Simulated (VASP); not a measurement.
Write the native input for VASP 6.6.1 that does the following.

| Item | Value |
| --- | --- |
| Task | single point |
| Functional | PBE |
| Potentials or basis | VASP PAW PBE potentials, release 64 (Sn_d, O) |
| Cutoff | 520 eV |
| k mesh | 12 × 12 × 12 |
| Occupations | gaussian, width 0.05 eV |
| Spin | no spin polarisation |
| Dipole correction | no |
| Further INCAR settings | ALGO = Normal; EDIFF = 1e-06; NBANDS = 20 |

The structure of SnO2 lies in POSCAR:

```
SnO2
1.0
    1.6976000000      0.9801098170      5.0494000000
   -1.6976000000      0.9801098170      5.0494000000
    0.0000000000     -1.9602196339      5.0494000000
Sn O
1 2
Direct
    0.5000000000      0.5000000000      0.5000000000
    0.2348826742      0.2348826742      0.2348826742
    0.7651173258      0.7651173258      0.7651173258
```

These files were run (other wordings do the same):

INCAR

```
SYSTEM = SnO2
PREC = Accurate
ENCUT = 520
EDIFF = 1E-6
ISMEAR = 0
SIGMA = 0.05
LREAL = .FALSE.
LASPH = .TRUE.
NELM = 60
ALGO = Normal
ISIF = 2
LWAVE = .FALSE.
LCHARG = .TRUE.
GGA = PE
LELF = .TRUE.
LVHAR = .TRUE.
NBANDS = 20
```

KPOINTS

```
Automatic mesh
0
G
  12 12 12
  0 0 0
```

Potentials or basis: VASP PAW PBE potentials, release 64 (Sn_d, O).

The run is started by

```sh
$ cat potpaw_PBE.64/Sn_d/POTCAR potpaw_PBE.64/O/POTCAR > POTCAR
$ mpirun -np 1 vasp_std > vasp.out
```

Results of the run:

```json
{
 "Pressure": "-13.2 GPa",
 "Largest force": "0.942 eV/Å",
 "Band gap on the k mesh": "1.17 eV (least direct gap 1.25 eV)"
}
```

Caveat: the cell stands under tension; spin-orbit coupling is left out, which moves the levels of the heavy elements.

Wall time 3.1 min on 1 thread of AMD EPYC 9R45 96-Core Processor (Zen 5), on a shared host, peak memory 0.32 GiB.
